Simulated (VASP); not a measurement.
Input of a VASP 6.6.1 run:

INCAR

```
SYSTEM = MgS
PREC = Accurate ; ENCUT = 600
EDIFF = 1E-6 ; ISMEAR = 0
SIGMA = 0.05 ; LREAL = .FALSE.
LASPH = .TRUE. ; NELM = 120
ALGO = Normal ; ISIF = 2
LWAVE = .FALSE. ; LCHARG = .FALSE.
GGA = PE ; IVDW = 13
NBANDS = 11 ; GGA_COMPAT = .FALSE.
```

KPOINTS

```
Automatic mesh
0
G
  8 8 8
  0 0 0
```

File POSCAR:

```
MgS
1.0
    0.0000000000      2.5934125920      2.5934125920
    2.5934125920      0.0000000000      2.5934125920
    2.5934125920      2.5934125920      0.0000000000
Mg S
1 1
Direct
    0.0000000000      0.0000000000      0.0000000000
    0.5000000000      0.5000000000      0.5000000000
```

Potentials or basis: VASP PAW PBE potentials, release 64 (Mg, S).

Command:

```bash
$ cat potpaw_PBE.64/Mg/POTCAR potpaw_PBE.64/S/POTCAR > POTCAR
$ mpirun -np 1 vasp_std > vasp.out
```

Q: What does it give for the band gap on the k mesh?

A: 2.80 eV, indirect (least direct gap 3.79 eV).

Q: What does it give for the pressure?

A: -1.0 GPa.

Q: Predict the dispersion energy per atom.

A: -0.293 eV.

A k mesh can miss the band edges. A hybrid or GW would open this gap; PBE tends to underestimate it.
